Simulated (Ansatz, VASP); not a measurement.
**Two plane-wave programs on AlN**

The input POSCAR:

```
AlN
1.0
    2.1849006262     -2.1849006262      0.0000000000
    2.1849006262      0.0000000000     -2.1849006262
   12.0169534440      7.1009270350      7.1009270350
Al N
6 6
Direct
    0.7031500000     -0.2968500000      0.3958000000
    0.1614833333      0.1614833333      0.2291333333
    0.2448166667      0.2448166667      0.5624666667
    0.3281500000      0.3281500000      0.8958000000
   -0.2135166667     -0.2135166667      0.7291333333
    0.6198166667      0.6198166667      0.0624666667
    0.3385666667      0.3385666667      0.4374666667
    0.7969000000      0.7969000000      0.2708000000
   -0.1197666667     -0.1197666667      0.6041333333
   -0.0364333333     -0.0364333333      0.9374666667
   -0.5781000000     -0.5781000000      0.7708000000
    0.2552333333      0.2552333333      0.1041333333
```

Contents of INCAR.step1:

```
SYSTEM = AlN
PREC = Accurate
ENCUT = 520
ISMEAR = 0
SIGMA = 0.05
LREAL = .False.
LASPH = .True.
NELM = 80
NBANDS = 36
GGA = PE
ALGO = Normal
EDIFF = 1E-4
LWAVE = .True.
LCHARG = .False.
```

INCAR.step2

```
SYSTEM = AlN
PREC = Accurate
ENCUT = 520
EDIFF = 1E-7
ISMEAR = 0
SIGMA = 0.05
LREAL = .False.
LASPH = .True.
NELM = 80
ALGO = Normal
ISIF = 2
LWAVE = .False.
LCHARG = .True.
METAGGA = R2SCAN
LMIXTAU = .True.
LELF = .True.
LVHAR = .True.
NBANDS = 36
ISTART = 1
```

File KPOINTS:

```
regular mesh
0
Gamma
  8 8 2
  0 0 0
```

Input for Ansatz:

```yaml
crystal:
  lattice:
    - [2.1849006262, -2.1849006262, 0.0]
    - [2.1849006262, 0.0, -2.1849006262]
    - [12.016953444, 7.100927035, 7.100927035]
  atoms:
    - { symbol: Al, position: [0.70315, -0.29685, 0.3958] }
    - { symbol: Al, position: [0.1614833333, 0.1614833333, 0.2291333333] }
    - { symbol: Al, position: [0.2448166667, 0.2448166667, 0.5624666667] }
    - { symbol: Al, position: [0.32815, 0.32815, 0.8958] }
    - { symbol: Al, position: [-0.2135166667, -0.2135166667, 0.7291333333] }
    - { symbol: Al, position: [0.6198166667, 0.6198166667, 0.0624666667] }
    - { symbol: "N", position: [0.3385666667, 0.3385666667, 0.4374666667] }
    - { symbol: "N", position: [0.7969, 0.7969, 0.2708] }
    - { symbol: "N", position: [-0.1197666667, -0.1197666667, 0.6041333333] }
    - { symbol: "N", position: [-0.0364333333, -0.0364333333, 0.9374666667] }
    - { symbol: "N", position: [-0.5781, -0.5781, 0.7708] }
    - { symbol: "N", position: [0.2552333333, 0.2552333333, 0.1041333333] }
basis:
  ecutwfc: 500
kpoints:
  mp_grid: { grid: [8, 8, 2] }
hamiltonian:
  xc: r2scan
scf:
  occupations: { method: gaussian, width: 0.05 }
output:
  forces: true
  stress: true
  eigenvalues: true
  write_density: true
  write_potential: true
  elf: true
  volumetric_format: npy
```

Alike in both runs: task single point; functional r2SCAN; k mesh 8 × 8 × 2; occupations gaussian, width 0.05 eV; no spin polarisation.

|  | VASP | Ansatz |
| --- | --- | --- |
| version | VASP 6.6.1 | Ansatz 0.2.0 |
| potentials or method | VASP PAW PBE potentials, release 64 (Al, N), cutoff 520 eV | scalar-relativistic, plane waves, PAW |
| valence electrons in the cell | 48 | 48 |

VASP gave:

```
gap on the k mesh at the Fermi level (eV)                     : 3.86
least direct gap on the mesh (eV)                             : 4.28
pressure (GPa)                                                : -2.5
traceless stress, the component that is largest in VASP (GPa) : 1.83
rms of the force components (eV/Å)                            : 0.252
```

Question: Estimate Ansatz's values.

Answer: gap on the k mesh at the Fermi level (eV): 3.87; least direct gap on the mesh (eV): 4.29; pressure (GPa): -2.1; traceless stress, the component that is largest in VASP (GPa): 1.83; rms of the force components (eV/Å): 0.252.

VASP's potentials were made for PBE, not for r2SCAN. Atom by atom the forces differ by 0.003 eV/Å (rms over components). The functional is the same, so the differences come from potentials, cutoffs and numerics.
